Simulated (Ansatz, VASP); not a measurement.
# P in VASP and in Ansatz

```
CELL_PARAMETERS angstrom
0.00000 2.43651 2.43651
2.43651 0.00000 2.43651
2.43651 2.43651 0.00000
ATOMIC_POSITIONS crystal
P 0.87500 0.87500 0.87500
P 0.12500 0.12500 0.12500
```

Change from the starting cell: volume scaled by 0.7, PAW files.

Alike in both runs: task single point; functional PBE; k mesh 12 × 12 × 12; occupations fermi-dirac, width 0.1 eV; no spin polarisation.

```csv
,VASP,Ansatz
version,VASP 6.6.1,Ansatz 0.2.0
potentials or method,"VASP PAW PBE potentials, release 64 (P)","PAW with Ansatz's default frozen-core files, scalar-relativistic"
plane-wave cutoff (eV),520,420
valence electrons in the cell,10,10
```

Ansatz gave:

```
pressure (GPa) : 31.0
```

**Question.** Which values does VASP return?

**Answer.** Pressure (GPa): 30.4.

Both programs put the cell under a high pressure, so it lies far from rest at this level.
